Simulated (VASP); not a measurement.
# Zn16Se15S (a cell with a defect) in VASP: further runs

Zn16Se15S (a cell with a defect) is run at these levels: PBE; tasks: single point.

Everything below comes from runs of VASP 6.6.1. Logs are shortened: lines on timing, memory, paths and dates and some standing lists are left out, and cuts for length are marked.

## Step 1: The cell of the first run

The cell holds a defect, 32 atoms: a = 9.812 Å, b = 9.812 Å, c = 9.812 Å, α = 109.47°, β = 109.47°, γ = 109.47°.

## Step 2: Single point, PBE

The input, INCAR:

```
SYSTEM = Zn16Se15S
ALGO     = Normal         ! electronic algorithm
EDIFF    = 1E-6           ! SCF threshold, eV
ENCUT    = 400            ! plane-wave cutoff, eV
GGA      = PE             ! functional
GGA_COMPAT= .False.      
ISIF     = 2              ! what is computed and relaxed
ISMEAR   = -1             ! smearing method
LASPH    = .True.         ! aspherical terms in the spheres
LCHARG   = .False.        ! write CHGCAR
LREAL    = Auto         
LWAVE    = .False.        ! write WAVECAR
NBANDS   = 166            ! bands
NELM     = 120            ! most SCF steps
PREC     = Accurate       ! precision mode
SIGMA    = 0.01           ! smearing width, eV
```

The input, KPOINTS:

```
k-points
0
Gamma
  1 1 1
  0 0 0
```

The input, POSCAR:

```
Zn16Se15S
1.0
   -5.6648850000      5.6648850000     -5.6648850000
    5.6648850000      5.6648850000      5.6648850000
    5.6648850000     -5.6648850000     -5.6648850000
Zn Se S
16 15 1
Direct
   -0.0000439237     -0.0006504080     -0.0004026024
    0.0008316002      0.2505609884      0.7495823293
    0.0007704870      0.5001919811      0.5001413723
   -0.0005440753      0.7499103977      0.2487462548
    0.2516054234      0.0019473043      0.7519635600
    0.2593079952      0.2507186513      0.5002827063
    0.2513081455      0.5023019275      0.2513091199
    0.2492036000      0.7497941285     -0.0002339351
    0.5004010916      0.0098178674      0.5003725415
    0.5000700775      0.2506183361      0.2590915438
    0.5005584658      0.5000774729      0.0010200337
    0.5003035390      0.7512503979      0.7495835362
    0.7518472561      0.0013435847      0.2511165932
    0.7500309504      0.2505259971      0.0012312493
    0.7415295962      0.4917071525      0.7413050306
    0.7500684493      0.7512978527      0.5004617087
    0.0031014875      0.0022957344      0.2518479545
    0.0007201898      0.2507930855      0.0005406377
   -0.0021954547      0.4996118307      0.7492070905
    0.0008193786      0.7510627387      0.5004795508
    0.2520358601      0.0020502865      0.0028280914
    0.2514479992      0.2508820746      0.7487666974
    0.2513007644      0.4990847163      0.5003539185
    0.2520050485      0.7534604843      0.2520713310
    0.5006130611      0.0018076066      0.7488134589
    0.5005098723      0.4992150042      0.2514229962
    0.5004928745      0.7506934859      0.0003496876
    0.7486796886      0.0015757146      0.5002959458
    0.7486254899      0.2505964703      0.2514283055
    0.7492980724      0.4993762719     -0.0024235420
    0.7493793169      0.7480130539      0.7493353944
    0.5003308092      0.2507733570      0.5002763141
```

Potentials or basis: VASP PAW PBE potentials, release 64 (Zn, Se, S).

On the command line:

```bash
$ cat potpaw_PBE.64/Zn/POTCAR potpaw_PBE.64/Se/POTCAR potpaw_PBE.64/S/POTCAR > POTCAR
$ mpirun -np 1 vasp_gam > vasp.out
```

OUTCAR:

```text
SYSTEM = Zn16Se15S
   EDIFF = 1E-6
   ENCUT = 400
   GGA = PE
   ISIF = 2
   ISMEAR = -1
   LASPH = .True.
   LREAL = Auto
   NELM = 120
   PREC = Accurate

 ion  position               nearest neighbor table
   1  1.000  0.999  1.000-  21 2.45  17 2.46  31 2.46  18 2.46
   2  0.001  0.251  0.750-  28 2.45  19 2.45  22 2.46  18 2.46
   3  0.001  0.500  0.500-  29 2.45  19 2.46  20 2.46  23 2.46
   4  0.999  0.750  0.249-  17 2.45  24 2.46  30 2.46  20 2.46
   5  0.252  0.002  0.752-  22 2.45  25 2.45  21 2.46  20 2.46
   6  0.259  0.251  0.500-  32 2.36  23 2.46  17 2.46  22 2.46
[... 24 lines left out ...]
  31  0.749  0.748  0.749-  16 2.46  12 2.46   1 2.46  15 2.46
  32  0.500  0.251  0.500-   6 2.36   9 2.36  10 2.37  15 2.37

  LATTYP: Found a body centered cubic cell.
 ALAT       =    11.3297700000

  Lattice vectors:

 A1 = (  -5.6648850000,   5.6648850000,  -5.6648850000)
 A2 = (   5.6648850000,   5.6648850000,   5.6648850000)
 A3 = (   5.6648850000,  -5.6648850000,  -5.6648850000)

Analysis of symmetry for initial positions (statically):
=====================================================================
 Subroutine PRICEL returns:
 Original cell was already a primitive cell.

 Routine SETGRP: Setting up the symmetry group for a
 body centered cubic supercell.

 Subroutine GETGRP returns: Found  1 space group operations
 (whereof  1 operations were pure point group operations)
 out of a pool of 48 trial point group operations.

The static configuration has the point symmetry C_1 .

Analysis of symmetry for dynamics (positions and initial velocities):
=====================================================================
 Subroutine PRICEL returns:
 Original cell was already a primitive cell.

 Routine SETGRP: Setting up the symmetry group for a
 body centered cubic supercell.

 Subroutine GETGRP returns: Found  1 space group operations
 (whereof  1 operations were pure point group operations)
 out of a pool of 48 trial point group operations.

The dynamic configuration has the point symmetry C_1 .

 Subroutine INISYM returns: Found  1 space group operations
 (whereof  1 operations are pure point group operations),
 and found     1 'primitive' translations

----------------------------------------------------------------------------------------

                                     Primitive cell
[... 130 lines left out ...]
   NSW    =      0    number of steps for IOM
   IBRION =     -1    ionic relax: 0-MD 1-quasi-New 2-CG
   NFREE  =      0    steps in history (QN), initial steepest desc. (CG)
   ISIF   =      2    stress and relaxation
   ISYM   =      2    0-nonsym 1-usesym 2-fastsym
   POTIM  = 0.5000    time-step for ionic-motion
   TEBEG  =    0.0;   TEEND  =   0.0 temperature during run
   PSTRESS=    0.0 pullay stress
   NELECT =     288.0000    total number of electrons
   NUPDOWN=      -1.0000    fix difference up-down
   EMIN   =  10.00;   EMAX   =-10.00  energy-range for DOS
   EFERMI =   0.00;   METHOD = LEGACY
   ISMEAR =    -1;   SIGMA  =   0.01  broadening in eV -4-tet -1-fermi 0-gaus
   EFERMI_NEDOS =   21; number of points for ismear=-14 and -15
   IALGO  =     38    algorithm
   IMIX   =      4    mixing-type and parameters
     AMIX     =   0.40;   BMIX     =  1.00
     AMIX_MAG =   1.60;   BMIX_MAG =  1.00
  volume/ion in A,a.u.               =      22.72       153.35
  Fermi-wavevector in a.u.,A,eV,Ry     =   1.202249  2.271922 19.665910  1.445404
  Thomas-Fermi vector in A             =   2.338036
   LORBIT       =      0    0 simple, 1 ext, 2 COOP (PROOUT), +10 PAW based schemes
   GGA     = PE    functional components
   LHFCALC =     F    Hartree Fock is set to
   AEXX    =    0.0000 exact exchange contribution
   IVDW    =     0    specifies the selected vdW correction
   LEPSILON=     F    determine dielectric tensor
   LRPA    =     F    only Hartree local field effects (RPA)
 non-spin polarized calculation
  energy-cutoff  :      400.00
  volume of cell :      727.17
 maximum number of plane-waves:      6558
 NGX is ok and might be reduce to    64
   NGX = 31   NGY = 31   NGZ = 31

 number of electron     288.0000586 magnetization

 Free energy of the ion-electron system (eV)
  ---------------------------------------------------
  ext. energy  EPLUGINS =         0.00000000
  ---------------------------------------------------
  free energy    TOTEN  =       -95.12263630 eV

  energy without entropy =      -95.12263630  energy(sigma->0) =      -95.12263630

 E-fermi :   1.9078     XC(G=0):  -9.2843

 val. band max:        1.6384770057   @ k =   0.0000   0.0000   0.0000
 cond. band min:       2.9148712937   @ k =   0.0000   0.0000   0.0000
 fundamental gap:      1.2763942880
 Fermi energy:         1.9077832969

 k-point     1 :       0.0000    0.0000    0.0000
  band No.  band energies     occupation
      1     -11.5680      2.00000
      2     -10.8654      2.00000
      3     -10.8012      2.00000
      4     -10.8010      2.00000
      5     -10.8007      2.00000
      6     -10.7927      2.00000
[... 148 lines left out ...]
    155       5.7186      0.00000
    156       5.7538      0.00000
 [bands above 156 left out]

------------------------ aborting loop because EDIFF is reached ----------------------------------------

  FORCE on cell =-STRESS in cart. coord.  units (eV):
  Direction    XX          YY          ZZ          XY          YZ          ZX
  --------------------------------------------------------------------------------------
  -------------------------------------------------------------------------------------
  Total        9.3185724      9.3225910      9.3336908      0.0180653     -0.0017751      0.0187107
  in kB       20.5317837     20.5406380     20.5650945      0.0398036     -0.0039110      0.0412256
  external PRESSURE =      20.5458387 kB  Pullay stress =       0.0000000 kB

 VOLUME and BASIS-vectors are now :
 -----------------------------------------------------------------------------
  energy-cutoff  :      400.00
  volume of cell :      727.17
      direct lattice vectors                 reciprocal lattice vectors
    -5.664885000  5.664885000 -5.664885000     0.000000000  0.088263045 -0.088263045
     5.664885000  5.664885000  5.664885000     0.088263045  0.088263045  0.000000000
     5.664885000 -5.664885000 -5.664885000     0.088263045  0.000000000 -0.088263045

 POSITION                                       TOTAL-FORCE (eV/Angst)
 -----------------------------------------------------------------------------------
      5.65917      5.66323     -5.66604         0.006981     -0.000612     -0.000646
      5.66099     -2.82219     -2.83161         0.003736     -0.006740      0.001019
      5.66241      0.00465     -0.00408        -0.000282     -0.006406     -0.003527
     -0.00453      8.50084     -2.82277         0.003173      0.003377     -0.011387
      2.84550     -2.82344     -5.67407        -0.012434     -0.007649      0.007949
      2.78539      0.05520     -2.88270        -0.011496      0.008376     -0.012208
[... 24 lines left out ...]
      4.23716      4.23766     -4.25264        -0.007314     -0.004920      0.005841
      1.42029      1.42091     -4.24772        -0.001201     -0.000053     -0.002524
 -----------------------------------------------------------------------------------
    total drift:                                0.005599      0.008310     -0.003370

  FREE ENERGIE OF THE ION-ELECTRON SYSTEM (eV)
  ---------------------------------------------------
  free  energy   TOTEN  =       -95.1226363031 eV

  energy  without entropy=      -95.1226363031  energy(sigma->0) =      -95.12263630
```

It took 5 min on 1 thread of Intel Xeon 8259CL, shared host; peak memory 0.55 GiB.

What came out:

| Quantity | Value |
| --- | --- |
| Free energy | -95.1226 eV |
| Pressure | 2.1 GPa |
| Largest force | 0.020 eV/Å |
| Band gap on the k mesh | 1.28 eV |

Forces in eV/Å, atoms in the order of the input:
```
Zn   0.007 -0.001 -0.001
Zn   0.004 -0.007  0.001
Zn   0.000 -0.006 -0.004
Zn   0.003  0.003 -0.011
Zn  -0.012 -0.008  0.008
Zn  -0.011  0.008 -0.012
Zn  -0.010 -0.007 -0.002
Zn   0.005  0.005  0.000
Zn   0.009  0.010  0.011
Zn   0.009 -0.010 -0.015
Zn  -0.003  0.002  0.008
Zn  -0.005 -0.007 -0.007
Zn   0.003 -0.007  0.009
Zn  -0.005  0.007  0.010
Zn  -0.009 -0.015  0.010
Zn  -0.004 -0.007 -0.002
Se  -0.002  0.004  0.001
Se   0.006  0.012 -0.003
Se  -0.002 -0.006  0.008
Se   0.008  0.008  0.005
Se   0.005 -0.003 -0.004
Se   0.000  0.005 -0.003
Se  -0.005  0.003 -0.003
Se   0.004  0.005  0.011
Se   0.002  0.005 -0.001
Se   0.003 -0.005 -0.009
Se   0.010  0.015 -0.005
Se   0.003  0.004 -0.001
Se   0.007  0.000 -0.005
Se  -0.008 -0.003  0.003
Se  -0.007 -0.005  0.006
S   -0.001  0.000 -0.003
```

Caveat: the k points lie up to 0.78 Å⁻¹ apart.

## Step 3: Single point, PBE

The input, INCAR:

```
  PREC = Accurate
  ENCUT = 400
  EDIFF = 1E-6
  ISMEAR = 0
  SIGMA = 0.01
  LREAL = Auto
  LASPH = True
  NELM = 120
  ALGO = Normal
  ISIF = 2
  LWAVE = False
  LCHARG = True
  GGA = PE
  LELF = True
  LVHAR = True
  NBANDS = 166
  GGA_COMPAT = False
```

The input, KPOINTS:

```
Automatic mesh
0
Gamma
  1 1 1
  0.25 0.25 0.25
```

POSCAR is that of step 2.

Potentials or basis: VASP PAW PBE potentials, release 64 (Zn, Se, S).

On the command line:

```bash
$ cat potpaw_PBE.64/Zn/POTCAR potpaw_PBE.64/Se/POTCAR potpaw_PBE.64/S/POTCAR > POTCAR
$ mpirun -np 1 vasp_std > vasp.out
```

Run time: 5.9 min. Hardware: 1 thread of Intel Xeon 8259CL, shared host; peak memory 0.59 GiB.

Results (log left out):

```
Free energy            : -96.2251 eV
Pressure               : 2.0 GPa
Largest force          : 0.020 eV/Å
Band gap on the k mesh : 3.13 eV
```

Forces on the atoms (eV/Å):
```
Zn   0.005 -0.003  0.001
Zn   0.002 -0.005 -0.001
Zn  -0.002 -0.004 -0.006
Zn   0.001  0.001 -0.010
Zn  -0.011 -0.010  0.006
Zn  -0.012  0.009 -0.012
Zn  -0.008 -0.005  0.000
Zn   0.003  0.003  0.002
Zn   0.009  0.010  0.011
Zn   0.009 -0.010 -0.015
Zn  -0.001  0.000  0.007
Zn  -0.003 -0.005 -0.006
Zn   0.001 -0.005  0.007
Zn  -0.003  0.005  0.008
Zn  -0.009 -0.015  0.010
Zn  -0.002 -0.005  0.000
Se   0.000  0.004  0.000
Se   0.006  0.011 -0.002
Se   0.000 -0.006  0.008
Se   0.008  0.008  0.005
Se   0.005 -0.001 -0.004
Se  -0.001  0.005 -0.001
Se  -0.005  0.002 -0.003
Se   0.004  0.005  0.009
Se   0.000  0.004  0.000
Se   0.001 -0.006 -0.008
Se   0.010  0.015 -0.004
Se   0.003  0.003 -0.001
Se   0.006  0.001 -0.004
Se  -0.007  0.000  0.003
Se  -0.007 -0.005  0.004
S   -0.001  0.000 -0.003
```

Levels at points of the mesh, in eV from the valence-band top:
| k point | band 140 | band 141 | band 142 | band 143 | band 144 | band 145 | band 146 | band 147 | band 148 | band 149 |
| --- | --- | --- | --- | --- | --- | --- | --- | --- | --- | --- |
| (0.25, 0.25, 0.25) | 0.00 | 0.00 | 0.00 | 0.00 | 0.00 | 3.13 | 3.19 | 3.19 | 3.19 | 4.13 |

Caveat: the k points lie up to 0.78 Å⁻¹ apart.
